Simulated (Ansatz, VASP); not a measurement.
One calculation of SiGe, two programs

POSCAR

```
SiGe
1.0
    3.8068400161      0.0000000000      0.0000000000
   -1.9034200081      3.2968201621      0.0000000000
    0.0000000000      0.0000000000      6.6120525750
Si Ge
2 2
Direct
    0.6666666667      0.3333333333      0.8746070000
    0.3333333333      0.6666666667      0.3746070000
    0.6666666667      0.3333333333      0.5003920000
    0.3333333333      0.6666666667      0.0003920000
```

Contents of INCAR.step1:

```
PREC = Accurate
ENCUT = 520
ISMEAR = 0
SIGMA = 0.05
LREAL = F
LASPH = T
NELM = 60
NBANDS = 26
GGA = PE
ALGO = Normal
EDIFF = 1E-4
LWAVE = T
LCHARG = F
```

INCAR.step2

```
PREC = Accurate
ENCUT = 520
EDIFF = 1E-6
ISMEAR = 0
SIGMA = 0.05
LREAL = F
LASPH = T
NELM = 60
ALGO = Normal
ISIF = 2
LWAVE = F
LCHARG = F
METAGGA = R2SCAN
LMIXTAU = T
NBANDS = 26
ISTART = 1
```

KPOINTS

```
Automatic mesh
0
Gamma
  12 12 4
```

Input for Ansatz:

```yaml
crystal:
  lattice:
    - [3.8068400161, 0.0, 0.0]
    - [-1.9034200081, 3.2968201621, 0.0]
    - [0.0, 0.0, 6.612052575]
  atoms:
    - { symbol: Si, position: [0.6666666667, 0.3333333333, 0.874607] }
    - { symbol: Si, position: [0.3333333333, 0.6666666667, 0.374607] }
    - { symbol: Ge, position: [0.6666666667, 0.3333333333, 0.500392] }
    - { symbol: Ge, position: [0.3333333333, 0.6666666667, 0.000392] }
basis:
  ecutwfc: 500
kpoints:
  mp_grid: { grid: [12, 12, 4] }
hamiltonian:
  xc: r2scan
scf:
  occupations: { method: gaussian, width: 0.05 }
output:
  forces: true
  stress: true
  eigenvalues: true
```

Change from the starting cell: strain -0.025 along x and y, +0.025 along z, atoms carried along.

Alike in both runs: task single point; functional r2SCAN; k mesh 12 × 12 × 4; occupations gaussian, width 0.05 eV; no spin polarisation.

|  | VASP | Ansatz |
| --- | --- | --- |
| version | VASP 6.6.1 | Ansatz 0.2.0 |
| potentials or method | VASP PAW PBE potentials, release 64 (Si, Ge_d), cutoff 520 eV | scalar-relativistic, plane waves, PAW |
| valence electrons in the cell | 36 | 36 |

```csv
,VASP,Ansatz,Ansatz less VASP
gap on the k mesh at the Fermi level (eV),0.75,0.75,+0.004
least direct gap on the mesh (eV),1.28,1.29,+0.012
pressure (GPa),2.6,2.7,+0.05
"traceless stress, the component that is largest in VASP (GPa)",-7.32,-7.31,+0.016
rms of the force components (eV/Å),0.284,0.282,-0.0023
```

VASP's potentials were made for PBE, not for r2SCAN. Atom by atom the forces differ by 0.002 eV/Å (rms over components).
